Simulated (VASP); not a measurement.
# Rh (Fm-3m) in VASP: notebook, part 2 of 2

VASP 6.6.1. Earlier steps stand in the parts before.

### 3 Single point, PBEsol (volume scaled by 0.91)

INCAR

```
SYSTEM = Rh
PREC = Accurate
ENCUT = 520
EDIFF = 1E-6
ISMEAR = 0
SIGMA = 0.1
LREAL = .False.
LASPH = .True.
NELM = 80
ALGO = Normal
ISIF = 2
LWAVE = .False.
LCHARG = .False.
GGA = PS
NBANDS = 14
```

KPOINTS

```
Automatic mesh
0
Gamma
  18 18 18
  0 0 0
```

POSCAR

```
Rh
1.0
    0.0000000000      1.8314988409      1.8314988409
    1.8314988409      0.0000000000      1.8314988409
    1.8314988409      1.8314988409      0.0000000000
Rh
1
Direct
    0.0000000000      0.0000000000      0.0000000000
```

Potentials or basis: VASP PAW PBE potentials, release 64 (Rh_pv).

Run with:

```console
$ cat potpaw_PBE.64/Rh_pv/POTCAR > POTCAR
$ mpirun -np 1 vasp_std > vasp.out
```

OUTCAR:

```text
SYSTEM = Rh
   PREC = Accurate
   ENCUT = 520
   EDIFF = 1E-6
   ISMEAR = 0
   LREAL = .False.
   LASPH = .True.
   NELM = 80
   ISIF = 2
   GGA = PS

 ion  position               nearest neighbor table
   1  0.000  0.000  0.000-

  LATTYP: Found a face centered cubic cell.
 ALAT       =     3.6629976818

  Lattice vectors:

 A1 = (   0.0000000000,   1.8314988409,   1.8314988409)
 A2 = (   1.8314988409,   0.0000000000,   1.8314988409)
 A3 = (   1.8314988409,   1.8314988409,   0.0000000000)

Analysis of symmetry for initial positions (statically):
=====================================================================
 Subroutine PRICEL returns:
 Original cell was already a primitive cell.

 Routine SETGRP: Setting up the symmetry group for a
 face centered cubic supercell.

 Subroutine GETGRP returns: Found 48 space group operations
 (whereof 48 operations were pure point group operations)
 out of a pool of 48 trial point group operations.

The static configuration has the point symmetry O_h .

Analysis of symmetry for dynamics (positions and initial velocities):
=====================================================================
 Subroutine PRICEL returns:
 Original cell was already a primitive cell.

 Routine SETGRP: Setting up the symmetry group for a
 face centered cubic supercell.

 Subroutine GETGRP returns: Found 48 space group operations
 (whereof 48 operations were pure point group operations)
 out of a pool of 48 trial point group operations.

The dynamic configuration has the point symmetry O_h .

 Subroutine INISYM returns: Found 48 space group operations
 (whereof 48 operations are pure point group operations),
 and found     1 'primitive' translations

----------------------------------------------------------------------------------------

                                     Primitive cell

  volume of cell :      12.2871

  direct lattice vectors                    reciprocal lattice vectors
     0.000000000  1.831498841  1.831498841    -0.273000446  0.273000446  0.273000446
     1.831498841  0.000000000  1.831498841     0.273000446 -0.273000446  0.273000446
     1.831498841  1.831498841  0.000000000     0.273000446  0.273000446 -0.273000446

  length of vectors
     2.590130500  2.590130500  2.590130500     0.472850643  0.472850643  0.472850643

  position of ions in fractional coordinates (direct lattice)
     0.000000000  0.000000000  0.000000000

  ion indices of the primitive-cell ions
   primitive index   ion index
                 1           1

----------------------------------------------------------------------------------------

 KPOINTS: Automatic mesh

Automatic generation of k-mesh.
 Grid dimensions read from file:
 generate k-points for:   18   18   18

 Generating k-lattice:

  Cartesian coordinates                     Fractional coordinates (reciprocal lattice)
    -0.015166691  0.015166691  0.015166691     0.055555556  0.000000000  0.000000000
     0.015166691 -0.015166691  0.015166691     0.000000000  0.055555556  0.000000000
     0.015166691  0.015166691 -0.015166691     0.000000000  0.000000000  0.055555556

  Length of vectors
     0.026269480  0.026269480  0.026269480

  Shift w.r.t. Gamma in fractional coordinates (k-lattice)
     0.000000000  0.000000000  0.000000000

 Subroutine IBZKPT returns following result:
 ===========================================

 Found    195 irreducible k-points:

 Following reciprocal coordinates:
            Coordinates               Weight
  0.000000  0.000000  0.000000      1.000000
  0.055556  0.000000  0.000000      8.000000
  0.111111  0.000000  0.000000      8.000000
  0.166667  0.000000  0.000000      8.000000
  0.222222  0.000000  0.000000      8.000000
  0.277778  0.000000  0.000000      8.000000
[... 16 lines left out ...]
 -0.277778  0.055556  0.000000     24.000000
 -0.222222  0.055556  0.000000     24.000000
 [... further k-points ...]
   k-points           NKPTS =    195   k-points in BZ     NKDIM =    195   number of bands    NBANDS=     14
   number of dos      NEDOS =    301   number of ions     NIONS =      1
   total plane-waves  NPLWV =   8000
   dimension x,y,z NGX =    20 NGY =   20 NGZ =   20
   dimension x,y,z NGXF=    40 NGYF=   40 NGZF=   40
   ions per type =               1
   NGX,Y,Z   is equivalent  to a cutoff of  12.84, 12.84, 12.84 a.u.
   NGXF,Y,Z  is equivalent  to a cutoff of  25.67, 25.67, 25.67 a.u.
 SYSTEM =  Rh
   PREC   = accura    normal or accurate (medium, high low for compatibility)
   ISTART =      0    job   : 0-new  1-cont  2-samecut
   ICHARG =      2    charge: 1-file 2-atom 10-const
   ISPIN  =      1    spin polarized calculation?
   LNONCOLLINEAR =      F non collinear calculations
   LSORBIT =      F    spin-orbit coupling
   LASPH  =      T    aspherical Exc in radial PAW
   ENCUT  =  520.0 eV  38.22 Ry    6.18 a.u.   4.82  4.82  4.82*2*pi/ulx,y,z
   NELM   =     80;   NELMIN=  2; NELMDL= -5     # of ELM steps
   EDIFF  = 0.1E-05   stopping-criterion for ELM
   LREAL  =      F    real-space projection
   EDIFFG = 0.1E-04   stopping-criterion for IOM
   NSW    =      0    number of steps for IOM
   IBRION =     -1    ionic relax: 0-MD 1-quasi-New 2-CG
   NFREE  =      0    steps in history (QN), initial steepest desc. (CG)
   ISIF   =      2    stress and relaxation
   ISYM   =      2    0-nonsym 1-usesym 2-fastsym
   POTIM  = 0.5000    time-step for ionic-motion
   TEBEG  =    0.0;   TEEND  =   0.0 temperature during run
   PSTRESS=    0.0 pullay stress
   NELECT =      15.0000    total number of electrons
   NUPDOWN=      -1.0000    fix difference up-down
   EMIN   =  10.00;   EMAX   =-10.00  energy-range for DOS
   EFERMI =   0.00;   METHOD = LEGACY
   ISMEAR =     0;   SIGMA  =   0.10  broadening in eV -4-tet -1-fermi 0-gaus
   EFERMI_NEDOS =   21; number of points for ismear=-14 and -15
   IALGO  =     38    algorithm
   IMIX   =      4    mixing-type and parameters
     AMIX     =   0.40;   BMIX     =  1.00
     AMIX_MAG =   1.60;   BMIX_MAG =  1.00
  volume/ion in A,a.u.               =      12.29        82.92
  Fermi-wavevector in a.u.,A,eV,Ry     =   1.749666  3.306390 41.651961  3.061333
  Thomas-Fermi vector in A             =   2.820535
   LORBIT       =      0    0 simple, 1 ext, 2 COOP (PROOUT), +10 PAW based schemes
   GGA     = PS    functional components
   LHFCALC =     F    Hartree Fock is set to
   AEXX    =    0.0000 exact exchange contribution
   IVDW    =     0    specifies the selected vdW correction
   LEPSILON=     F    determine dielectric tensor
   LRPA    =     F    only Hartree local field effects (RPA)
 non-spin polarized calculation
 Gauss-broadening in eV      SIGMA  =   0.10
  energy-cutoff  :      520.00
  volume of cell :       12.29
 maximum number of plane-waves:       342
   NGX =  9   NGY =  9   NGZ =  9

 number of electron      15.0000001 magnetization

 Free energy of the ion-electron system (eV)
  ---------------------------------------------------
  ext. energy  EPLUGINS =         0.00000000
  ---------------------------------------------------
  free energy    TOTEN  =        -8.01867755 eV

  energy without entropy =       -8.01306749  energy(sigma->0) =       -8.01587252

 E-fermi :  13.9561     XC(G=0): -14.9551

 val. band max:       13.9452404562   @ k =   0.5000   0.2222   0.1111
 cond. band min:      13.9580668642   @ k =   0.5000   0.3889   0.0556
 fundamental gap:      0.0128264080
 Fermi energy:        13.9561066559

 k-point     1 :       0.0000    0.0000    0.0000
  band No.  band energies     occupation
      1     -32.5895      2.00000
      2     -32.5895      2.00000
      3     -32.5895      2.00000
      4       5.0387      2.00000
      5      10.2596      2.00000
      6      10.2596      2.00000
      7      10.2596      2.00000
      8      12.7782      2.00000
      9      12.7782      2.00000
     10      29.7226      0.00000
     11      33.9813      0.00000
     12      35.8339      0.00000
     13      35.8339      0.00000
     14      35.8339      0.00000
[... 375 lines left out ...]
 k-point    24 :      -0.2222    0.0556    0.0000
  band No.  band energies     occupation
      1     -33.1146      2.00000
      2     -32.6947      2.00000
      3     -32.6473      2.00000
      4       6.9826      2.00000
      5       9.8870      2.00000
      6      10.7218      2.00000
      7      10.7802      2.00000
      8      12.5168      2.00000
      9      13.3465      2.00000
     10      30.0353      0.00000
     11      32.0947      0.00000
     12      33.9849      0.00000
     13      38.0879      0.00000
     14      39.9667      0.00000

 [... further k-points ...]
[... 5 lines left out ...]
  --------------------------------------------------------------------------------------
  -------------------------------------------------------------------------------------
  Total        2.7096622      2.7096622      2.7096622      0.0000000      0.0000000      0.0000000
  in kB      353.3261627    353.3261627    353.3261627      0.0000000      0.0000000      0.0000000
  external PRESSURE =     353.3261627 kB  Pullay stress =       0.0000000 kB

 VOLUME and BASIS-vectors are now :
 -----------------------------------------------------------------------------
  energy-cutoff  :      520.00
  volume of cell :       12.29
      direct lattice vectors                 reciprocal lattice vectors
     0.000000000  1.831498841  1.831498841    -0.273000446  0.273000446  0.273000446
     1.831498841  0.000000000  1.831498841     0.273000446 -0.273000446  0.273000446
     1.831498841  1.831498841  0.000000000     0.273000446  0.273000446 -0.273000446

 POSITION                                       TOTAL-FORCE (eV/Angst)
 -----------------------------------------------------------------------------------
      0.00000      0.00000      0.00000         0.000000      0.000000      0.000000
 -----------------------------------------------------------------------------------
    total drift:                                0.000000      0.000000      0.000000

  FREE ENERGIE OF THE ION-ELECTRON SYSTEM (eV)
  ---------------------------------------------------
  free  energy   TOTEN  =        -8.0186775480 eV

  energy  without entropy=       -8.0130674931  energy(sigma->0) =       -8.01587252
```

OSZICAR:

```text
N       E                     dE             d eps       ncg     rms          rms(c)
DAV:   1     0.116951112992E+03    0.11695E+03   -0.87893E+03  5512   0.118E+03
DAV:   2    -0.712611877876E+01   -0.12408E+03   -0.11856E+03  6174   0.344E+02
DAV:   3    -0.861081973213E+01   -0.14847E+01   -0.14829E+01  6330   0.411E+01
DAV:   4    -0.861562939760E+01   -0.48097E-02   -0.48096E-02  6186   0.240E+00
DAV:   5    -0.861566613017E+01   -0.36733E-04   -0.36732E-04  6138   0.184E-01    0.147E+01
DAV:   6    -0.805809775212E+01    0.55757E+00   -0.79935E-01  5694   0.129E+01    0.531E+00
DAV:   7    -0.802419494255E+01    0.33903E-01   -0.35275E-02  6336   0.251E+00    0.205E+00
DAV:   8    -0.801909610131E+01    0.50988E-02   -0.68850E-03  5574   0.119E+00    0.400E-01
DAV:   9    -0.801867189645E+01    0.42420E-03   -0.34344E-04  5604   0.270E-01    0.326E-02
DAV:  10    -0.801867731648E+01   -0.54200E-05   -0.28741E-06  6170   0.192E-02    0.979E-03
DAV:  11    -0.801867754800E+01   -0.23152E-06   -0.72019E-07  3024   0.122E-02
   1 F= -.80186775E+01 E0= -.80158725E+01  d E =-.561005E-02
```

It took 10 s on 1 thread of Intel Xeon 6975P-C (Granite Rapids), shared host; peak memory 0.14 GiB.

Results:

- Free energy: -8.0187 eV
- Pressure: 35.3 GPa

Caveat: the PAW data sets were made with another functional, which shifts forces and pressure a little.
